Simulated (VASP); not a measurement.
Runs of VASP 6.6.1 on BN. The structure is that of space group F-43m (No. 216), or close to it. The cells are those of the table. 

| task | cell | k mesh | smearing | gap on the mesh (eV) | pressure (GPa) |
| --- | --- | --- | --- | --- | --- |
| single point | a = 2.468 Å, angles 60.0°, 2 atoms | 12 × 12 × 12 | gaussian 0.01 eV | 4.56 | 52.2 |
| relaxation of cell and atoms | relaxed to 102 GPa from a = 2.403 Å, angles 60.0°, 2 atoms | 12 × 12 × 12 | gaussian 0.01 eV | 4.63 | 102.0 |
| relaxation of cell and atoms | relaxed to 51.9 GPa from a = 2.468 Å, angles 60.0°, 2 atoms | 12 × 12 × 12 | gaussian 0.01 eV | 4.56 | 51.9 |
| relaxation of cell and atoms | relaxed to 162 GPa from a = 2.345 Å, angles 60.0°, 2 atoms | 12 × 12 × 12 | gaussian 0.01 eV | (a) | 162.0 |
| relaxation of cell and atoms | relaxed to 51.9 GPa from a = 2.468 Å, angles 60.0°, 2 atoms | 10 × 10 × 10 | gaussian 0.1 eV | 4.56 | 52.2 |

Alike in all rows: level PBE; potentials or basis VASP PAW PBE potentials, release 64 (B, N); no spin polarisation; cutoff (eV) 600.

Estimate the missing entries.

(a) 4.69.

Caveats: the cell is relaxed towards a set pressure, so the run minimises the enthalpy, not the energy (at least some runs); the cell stands under pressure (at least some runs); the relaxation stopped at its first step, so nothing moved (at least some runs).

A k mesh can miss the band edges.
